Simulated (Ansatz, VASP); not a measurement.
HfMoC2 in VASP and in Ansatz

File POSCAR:

```
HfMoC2
1.0
    3.1914230000      0.0000000000      0.0000000000
    0.0000000000      3.1914230000      0.0000000000
    0.0000000000      0.0000000000      4.4851640000
Hf Mo C
1 1 2
Direct
    0.0000000000      0.0000000000      0.0000000000
    0.5000000000      0.5000000000      0.5000000000
    0.5000000000      0.5000000000      0.0000000000
    0.0000000000      0.0000000000      0.5000000000
```

File INCAR.step1:

```
SYSTEM = HfMoC2
ALGO = Normal ; EDIFF = 1E-4
ENCUT = 520 ; GGA = PE
ISMEAR = -1 ; LASPH = .True.
LCHARG = .False. ; LDAU = .True.
LDAUJ = 0 0 0 ; LDAUL = 2 2 -1
LDAUTYPE = 2 ; LDAUU = 3 3 0
LMAXMIX = 4 ; LREAL = .False.
LWAVE = .True. ; NBANDS = 24
NELM = 150 ; PREC = Accurate
SIGMA = 0.05
```

Contents of INCAR.step2:

```
SYSTEM = HfMoC2
ALGO = Normal ; EDIFF = 1E-7
ENCUT = 520 ; ISIF = 2
ISMEAR = -1 ; ISTART = 1
LASPH = .True. ; LCHARG = .False.
LDAU = .True. ; LDAUJ = 0 0 0
LDAUL = 2 2 -1 ; LDAUPRINT = 1
LDAUTYPE = 2 ; LDAUU = 3 3 0
LMAXMIX = 4 ; LMIXTAU = .True.
LREAL = .False. ; LWAVE = .False.
METAGGA = R2SCAN ; NBANDS = 24
NELM = 150 ; PREC = Accurate
SIGMA = 0.05
```

Contents of KPOINTS:

```
k-points
0
Gamma
  8 8 6
  0 0 0
```

Contents of input.yaml:

```yaml
crystal:
  lattice:
    - [3.191423, 0.0, 0.0]
    - [0.0, 3.191423, 0.0]
    - [0.0, 0.0, 4.485164]
  atoms:
    - { symbol: Hf, position: [0.0, 0.0, 0.0] }
    - { symbol: Mo, position: [0.5, 0.5, 0.5] }
    - { symbol: C, position: [0.5, 0.5, 0.0] }
    - { symbol: C, position: [0.0, 0.0, 0.5] }
hamiltonian:
  xc: r2scan
  pseudopotentials: { kind: paw }
  hubbard:
    sites:
      - { species: Hf, l: d, u_eff: 3.0 }
      - { species: Mo, l: d, u_eff: 3.0 }
kpoints:
  mp_grid: { grid: [8, 8, 6] }
scf:
  occupations: { method: fermi_dirac, width: 0.05 }
  n_extra_bands: 10
output:
  forces: true
  stress: true
  eigenvalues: true
  dos: { projected: true, de: 0.05, nscf_kmesh: { grid: [12, 12, 9] } }
  write_density: true
  write_potential: true
  elf: true
  volumetric_format: npy
```

Alike in both runs: functional r2SCAN; k mesh 8 × 8 × 6; occupations fermi-dirac, width 0.05 eV; no spin polarisation; Hubbard terms Hf d U = 3.0 eV, Mo d U = 3.0 eV.

|  | VASP | Ansatz |
| --- | --- | --- |
| version | VASP 6.6.1 | Ansatz 0.2.0 |
| potentials or method | VASP PAW PBE potentials, release 64 (Hf_pv, Mo_sv, C) | Ansatz PAW |
| plane-wave cutoff (eV) | 520 | 500 |
| valence electrons in the cell | 32 | 48 |
| task | single point | projected density of states |

|  | VASP | Ansatz | Ansatz less VASP |
| --- | --- | --- | --- |
| gap on the k mesh at the Fermi level (eV) | none | none | - |
| pressure (GPa) | 5.4 | 0.2 | -5.15 |
| traceless stress, the component that is largest in VASP (GPa) | -2.29 | -1.84 | +0.446 |

VASP's potentials were made for PBE, not for r2SCAN. The programs project onto different local orbitals, so the same U acts differently, and such runs can settle in different states. A gap of «none» marks a metal or a gap that the smearing closes. VASP's potentials hold 32 valence electrons a cell and Ansatz's 48, so a difference there can come from the potentials and not from the codes.

Neither program's run includes spin-orbit coupling.
